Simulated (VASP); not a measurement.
Br: relaxation of cell and atoms with PBE

Crystal: Br.

```
Br
1.0
    -4.12254    4.12254    4.12254
     4.12254   -4.12254    4.12254
     4.12254    4.12254   -4.12254
Br
8
Cartesian
  1.0306 1.0306 1.0306
  -1.0306 3.0919 1.0306
  1.0306 -1.0306 3.0919
  3.0919 1.0306 -1.0306
  3.0919 3.0919 3.0919
  1.0306 5.1532 -1.0306
  -1.0306 1.0306 5.1532
  5.1532 -1.0306 1.0306
```

* Program: VASP 6.6.1
* Task: relaxation of cell and atoms
* Functional: PBE
* Potentials or basis: VASP PAW PBE potentials, release 64 (Br)
* Cutoff: 600 eV
* k mesh: 6 × 6 × 6
* Occupations: gaussian, width 0.1 eV
* Spin: no spin polarisation
* Dipole correction: no
* Further INCAR settings: ALGO = Fast; EDIFF = 1e-07; IBRION = 2; EDIFFG = -0.01; NSW = 100; ISIF = 3

- Relaxed volume: 35.08 Å³/atom
- Relaxed cell: a = 7.144 Å, b = 7.144 Å, c = 7.144 Å, α = 109.47°, β = 109.47°, γ = 109.47°
- Space group after relaxing (to 0.1 Å): Ia-3d (No. 230)
- Energy gained by relaxing: 0.0 meV/atom
- Ionic steps: 2
- Pressure after relaxing: 0.0 GPa
- Band gap on the k mesh: zero (bands 28 and 29 overlap by 0.31 eV)

Final structure:
```
Br
1.0
    -4.12453    4.12453    4.12453
     4.12453   -4.12453    4.12453
     4.12453    4.12453   -4.12453
Br
8
Direct
  0.25000 0.25000 0.25000
  0.50000 0.00000 0.25000
  0.25000 0.50000 0.00000
  0.00000 0.25000 0.50000
  0.75000 0.75000 0.75000
  0.50000 0.00000 0.75000
  0.75000 0.50000 0.00000
  0.00000 0.75000 0.50000
```

Levels at points of the mesh, in eV from the Fermi level:
```csv
k point,band 26,band 27,band 28,band 29,band 30,band 31
"(0.00, 0.00, 0.00)",-0.52,0.28,0.28,0.28,0.38,0.38
"(0.50, 0.00, 0.00)",-0.75,-0.33,-0.33,0.03,0.03,0.33
"(0.50, 0.50, 0.50)",-1.43,-1.43,-1.43,0.32,0.32,0.32
```

Wall time 7.6 min on 1 thread of Oxide Virtual Turin-like Processor (shared host), peak memory 0.53 GiB.
